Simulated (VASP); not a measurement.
Runs of VASP 6.6.1 on Sr. The structure is that of space group Im-3m (No. 229), or close to it. The cells are those of the table. 

```tsv
cell	gap on the mesh (eV)	pressure (GPa)
a = 4.670, b = 4.670, c = 4.810 Å, 2 atoms	none	-0.3
a = 4.670, b = 4.670, c = 4.530 Å, 2 atoms	none	0.5
a = 4.670, b = 4.670, c = 4.600 Å, 2 atoms	none	0.2
a = 4.670, b = 4.670, c = 4.740 Å, 2 atoms	none	(a)
```

Alike in all rows: task single point; level PBEsol; potentials or basis VASP PAW PBE potentials, release 64 (Sr_sv); no spin polarisation; k mesh 12 × 12 × 12; cutoff (eV) 520; smearing gaussian 0.1 eV.

Fill in the values left out.

(a) -0.2.

Caveats: the PAW data sets were made with another functional, which shifts forces and pressure a little.

A k mesh can miss the band edges, and the runs leave out spin-orbit coupling on Sr.

A gap of «none» marks levels without a gap at the run's occupations.
